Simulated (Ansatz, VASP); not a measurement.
# WSe2 in VASP and in Ansatz

```
W Se
1.0
     3.31794    0.00000    0.00000
    -1.65897    2.87342    0.00000
     0.00000    0.00000   16.65814
W Se
1 2
Direct
  0.00000 0.00000 0.00000
  0.33333 0.66667 0.09979
  0.33333 0.66667 0.90021
```

Alike in both runs: task single point; functional PBE; k mesh 6 × 6 × 1; occupations gaussian, width 0.1 eV; no spin polarisation; Hubbard terms W d U = 2.0 eV.

|  | VASP | Ansatz |
| --- | --- | --- |
| version | VASP 6.6.1 | Ansatz 0.2.0 |
| potentials or method | VASP PAW PBE potentials, release 64 (W_sv, Se), cutoff 500 eV | scalar-relativistic, plane waves, PAW |
| valence electrons in the cell | 26 | 46 |

|  | VASP | Ansatz | Ansatz less VASP |
| --- | --- | --- | --- |
| gap on the k mesh at the Fermi level (eV) | 1.49 | 1.45 | -0.044 |
| least direct gap on the mesh (eV) | 1.49 | 1.45 | -0.044 |
| rms of the force components (eV/Å) | 0.240 | 0.140 | -0.1000 |

The programs project onto different local orbitals, so the same U acts differently, and such runs can settle in different states. Atom by atom the forces differ by 0.100 eV/Å (rms over components). VASP's potentials hold 26 valence electrons a cell and Ansatz's 46, so a difference there can come from the potentials and not from the codes.

Neither program's run includes spin-orbit coupling.
